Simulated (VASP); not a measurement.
Here is a VASP 6.6.1 calculation.

Contents of INCAR:

```
SYSTEM = CsI
PREC     = Accurate       ! precision mode
ENCUT    = 500            ! plane-wave cutoff, eV
EDIFF    = 1E-6           ! SCF threshold, eV
ISMEAR   = -1             ! smearing method
SIGMA    = 0.01           ! smearing width, eV
LREAL    = .FALSE.        ! projectors in reciprocal space
LASPH    = .TRUE.         ! aspherical terms in the spheres
NELM     = 120            ! most SCF steps
ALGO     = Normal         ! electronic algorithm
ISIF     = 2              ! what is computed and relaxed
LWAVE    = .FALSE.        ! write WAVECAR
LCHARG   = .TRUE.         ! write CHGCAR
LELF     = .TRUE.         ! ELF
LVHAR    = .TRUE.       
NBANDS   = 15             ! bands
GGA_COMPAT= .FALSE.
```

The input KPOINTS:

```
regular mesh
0
G
  7 7 7
  0 0 0
```

POSCAR

```
CsI
1.0
    4.5667000000      0.0456670000      0.0456670000
    0.0456670000      4.5667000000      0.0456670000
    0.0456670000      0.0456670000      4.5667000000
Cs I
1 1
Direct
    0.0000000000      0.0000000000      0.0000000000
    0.5000000000      0.5000000000      0.5000000000
```

Potentials or basis: VASP PAW LDA potentials, release 64 (Cs_sv, I).

Run with:

```sh
$ cat potpaw_LDA.64/Cs_sv/POTCAR potpaw_LDA.64/I/POTCAR > POTCAR
$ mpirun -np 1 vasp_std > vasp.out
```

Q: Estimate the band gap on the k mesh.

A: 3.56 eV (least direct gap 3.62 eV).

Q: Predict the pressure.

A: -1.3 GPa.

Stress tensor (GPa, compression positive):
```
-1.34 -0.08 -0.08
-0.08 -1.34 -0.08
-0.08 -0.08 -1.34
```

Caveat: the cell differs from its parent crystal (equal xy, yz and zx shear strains of +2 %); spin-orbit coupling is left out, which moves the levels of the heavy elements; an odd mesh through Γ misses points on the zone boundary, where band edges can lie.
